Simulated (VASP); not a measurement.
Here is a VASP 6.6.1 calculation.

Contents of POSCAR:

```
TlZnCl3
1.0
    4.9070056205      0.0000000000      0.0000000000
    0.0000000000      4.9070056205      0.0000000000
    0.0000000000      0.0000000000      4.9070056205
Tl Zn Cl
1 1 3
Direct
    0.0000000000      0.0000000000      0.0000000000
    0.5000000000      0.5000000000      0.5000000000
    0.5000000000      0.5000000000      0.0000000000
    0.5000000000      0.0000000000      0.5000000000
    0.0000000000      0.5000000000      0.5000000000
```

Contents of INCAR.step1:

```
  ALGO = Normal
  EDIFF = 1E-4
  ENCUT = 520
  GGA = PE
  ISMEAR = 0
  LASPH = True
  LCHARG = False
  LREAL = False
  LWAVE = True
  NBANDS = 31
  NELM = 80
  PREC = Accurate
  SIGMA = 0.01
```

File INCAR.step2:

```
  ALGO = Normal
  EDIFF = 1E-6
  ENCUT = 520
  ISIF = 2
  ISMEAR = 0
  ISTART = 1
  LASPH = True
  LCHARG = True
  LELF = True
  LMIXTAU = True
  LREAL = False
  LVHAR = True
  LWAVE = False
  METAGGA = R2SCAN
  NBANDS = 31
  NELM = 80
  PREC = Accurate
  SIGMA = 0.01
```

The input KPOINTS:

```
k-points
0
Gamma
  4 4 4
```

Potentials or basis: VASP PAW PBE potentials, release 64 (Tl_d, Zn, Cl).

The run is started by

```sh
$ cat potpaw_PBE.64/Tl_d/POTCAR potpaw_PBE.64/Zn/POTCAR potpaw_PBE.64/Cl/POTCAR > POTCAR
$ cp INCAR.step1 INCAR
$ mpirun -np 1 vasp_std > vasp.out
$ cp INCAR.step2 INCAR
$ mpirun -np 1 vasp_std > vasp.out
```

(1) Estimate the band gap on the k mesh.

(2) Estimate the pressure.

Results:

(1) 2.29 eV (least direct gap 2.96 eV).

(2) 0.0 GPa.

Caveat: the PAW data sets were made with another functional, which shifts forces and pressure a little; spin-orbit coupling is left out, which moves the levels of the heavy elements.
